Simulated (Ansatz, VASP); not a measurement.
## Two plane-wave programs on Ga

```
Ga
1.0
    -1.37511    1.37511    2.29571
     1.37511   -1.37511    2.29571
     1.37511    1.37511   -2.29571
Ga
1
Direct
  0.00000 0.00000 0.00000
```

Alike in both runs: task single point; functional r2SCAN; k mesh 13 × 13 × 13; occupations fermi-dirac, width 0.05 eV; no spin polarisation.

```csv
,VASP,Ansatz
version,VASP 6.6.1,Ansatz 0.2.0
potentials or method,"VASP PAW PBE potentials, release 64 (Ga_d)",Ansatz PAW
plane-wave cutoff (eV),520,500
valence electrons in the cell,13,13
```

```csv
,VASP,Ansatz,Ansatz less VASP
gap on the k mesh at the Fermi level (eV),none,none,-
pressure (GPa),1.6,1.5,-0.02
"traceless stress, the component that is largest in VASP (GPa)",-0.15,-0.14,+0.003
```

VASP's potentials were made for PBE, not for r2SCAN. A gap of «none» marks a metal or a gap that the smearing closes.
